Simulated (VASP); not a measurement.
## ZnO (zincite): single point with PBEsol

ZnO (zincite), a slab with vacuum:

```
Zn O
1.0
     3.23006    0.00000    0.00000
     0.00000    5.21411    0.00000
     0.00000    0.00000   27.12168
Zn O
10 10
Direct
  0.00000 0.49997 0.27653
  0.50000 0.99997 0.31091
  0.50000 0.49997 0.37967
  0.00000 0.99997 0.41405
  0.00000 0.49997 0.48281
  0.50000 0.99997 0.51719
  0.50000 0.49997 0.58595
  0.00000 0.99997 0.62033
  0.00000 0.49997 0.68909
  0.50000 0.99997 0.72347
  0.00000 0.12102 0.27653
  0.50000 0.62102 0.31091
  0.50000 0.12102 0.37967
  0.00000 0.62102 0.41405
  0.00000 0.12102 0.48281
  0.50000 0.62102 0.51719
  0.50000 0.12102 0.58595
  0.00000 0.62102 0.62033
  0.00000 0.12102 0.68909
  0.50000 0.62102 0.72347
```

```yaml
Program: VASP 6.6.1
Task: single point
Functional: PBEsol
Potentials_or_basis: VASP PAW PBE potentials, release 64 (Zn, O)
Cutoff: 520 eV
k_mesh: 8 × 5 × 1
Occupations: gaussian, width 0.05 eV
Spin: no spin polarisation
Dipole_correction: yes
Further_INCAR_settings: LREAL = Auto; ALGO = Normal; EDIFF = 1e-06; NBANDS = 106
```

```
Largest force          : 1.834 eV/Å
Band gap on the k mesh : 0.43 eV, direct
```

Forces on the atoms (eV/Å):
```
Zn   0.000 -1.404  1.180
Zn   0.000  0.720 -0.795
Zn   0.000 -0.238  0.179
Zn   0.000  0.104 -0.093
Zn   0.000 -0.018  0.039
Zn   0.000 -0.018 -0.039
Zn   0.000  0.104  0.093
Zn   0.000 -0.238 -0.179
Zn   0.000  0.720  0.795
Zn   0.000 -1.404 -1.180
O    0.000  0.728  0.112
O    0.000  0.083 -0.944
O    0.000  0.034  0.326
O    0.000 -0.016 -0.141
O    0.000  0.006  0.068
O    0.000  0.006 -0.068
O    0.000 -0.016  0.141
O    0.000  0.034 -0.326
O    0.000  0.083  0.944
O    0.000  0.728 -0.112
```

Levels at points of the mesh, in eV from the valence-band top:
```tsv
k point	band 88	band 89	band 90	band 91	band 92	band 93
(0.00, 0.00, 0.00)	-0.35	-0.02	0.00	0.43	0.97	1.90
(0.50, 0.00, 0.00)	-1.19	-0.70	-0.70	3.44	3.44	5.44
```

Run time: 14 min on 1 thread of Intel(R) Xeon(R) 6975P-C (Granite Rapids), on a shared host, peak memory 0.73 GiB.

Caveat: the PAW data sets were made with another functional, which shifts forces and pressure a little.
